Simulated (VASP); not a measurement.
Here is a VASP 6.6.1 calculation.

The input INCAR:

```
  PREC = Accurate
  ENCUT = 600
  EDIFF = 1E-6
  ISMEAR = -1
  SIGMA = 0.02
  LREAL = F
  LASPH = T
  NELM = 120
  ALGO = Normal
  ISIF = 2
  LWAVE = F
  LCHARG = F
  GGA = PS
  NBANDS = 11
  GGA_COMPAT = F
```

File KPOINTS:

```
Automatic mesh
0
Gamma
  3 3 3
```

Contents of POSCAR:

```
BeS
1.0
    2.9413850405      0.0000000000      0.0000000000
    0.0000000000      2.9413850405      0.0000000000
    0.0000000000      0.0000000000      2.9413850405
Be S
1 1
Direct
    0.0000000000      0.0000000000      0.0000000000
    0.5000000000      0.5000000000      0.5000000000
```

Potentials or basis: VASP PAW PBE potentials, release 64 (Be, S).

Command:

```sh
$ cat potpaw_PBE.64/Be/POTCAR potpaw_PBE.64/S/POTCAR > POTCAR
$ mpirun -np 1 vasp_std > vasp.out
```

Question: Predict the band gap on the k mesh.

Answer: 0.14 eV.

Question: Predict the pressure.

Answer: 8.5 GPa.

Caveat: the k points lie up to 0.71 Å⁻¹ apart; the structure was generated, so it needn't be the stable form of BeS; semilocal functionals underestimate gaps, and a narrow one can read as zero; the PAW data sets were made with another functional, which shifts forces and pressure a little; an odd mesh through Γ misses points on the zone boundary, where band edges can lie.
